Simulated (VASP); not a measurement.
Set up this calculation in VASP 6.6.1, as the native input.

```yaml
Task: single point
Functional: PBE
Potentials_or_basis: VASP PAW PBE potentials, release 64 (Ga_d, Se, S)
Cutoff: 520 eV
k_mesh: 4 × 4 × 4
Occupations: gaussian, width 0.1 eV
Spin: no spin polarisation
Dipole_correction: no
Further_INCAR_settings: ALGO = Normal; EDIFF = 1e-06; NBANDS = 41
```

The structure of Ga4SeS lies in POSCAR:

```
Ga4SeS
1.0
    0.0000000000      3.3925215600      3.3925215600
    3.3925215600      0.0000000000      3.3925215600
    3.3925215600      3.3925215600      0.0000000000
Ga Se S
4 1 1
Direct
    0.1410922700      0.1410922700      0.1410922700
    0.1410922700      0.1410922700      0.5767231800
    0.1410922700      0.5767231800      0.1410922700
    0.5767231800      0.1410922700      0.1410922700
    0.7500000000      0.7500000000      0.7500000000
    0.2500000000      0.2500000000      0.2500000000
```

The cell was generated, and may not be a known phase.

These files were run (other wordings do the same):

INCAR

```
PREC     = Accurate       # precision mode
ENCUT    = 520            # plane-wave cutoff, eV
EDIFF    = 1E-6           # SCF threshold, eV
ISMEAR   = 0              # smearing method
SIGMA    = 0.1            # smearing width, eV
LREAL    = F              # projectors in reciprocal space
LASPH    = T              # aspherical terms in the spheres
NELM     = 80             # most SCF steps
ALGO     = Normal         # electronic algorithm
ISIF     = 2              # what is computed and relaxed
LWAVE    = F              # write WAVECAR
LCHARG   = F              # write CHGCAR
GGA      = PE             # functional
NBANDS   = 41             # bands
```

KPOINTS

```
Automatic mesh
0
Gamma
  4 4 4
```

Potentials or basis: VASP PAW PBE potentials, release 64 (Ga_d, Se, S).

Command:

```sh
$ cat potpaw_PBE.64/Ga_d/POTCAR potpaw_PBE.64/Se/POTCAR potpaw_PBE.64/S/POTCAR > POTCAR
$ mpirun -np 1 vasp_std > vasp.out
```

Results of the run:

* Pressure: 470.9 GPa
* Largest force: 128.072 eV/Å
* Band gap on the k mesh: zero (bands 32 and 33 overlap by 4.20 eV)

Caveat: the k points lie up to 0.40 Å⁻¹ apart, too coarse for converged energies and pressures of a metal; atoms lie so close that the PAW spheres overlap strongly, which falsifies energies and pressures; forces of over 1 eV/Å act on the atoms, so gaps and moduli don't describe the material at rest.

Run time: 26 s on 1 thread of Intel(R) Xeon(R) 6975P-C (Granite Rapids), with other jobs on the host, peak memory 0.2 GiB.
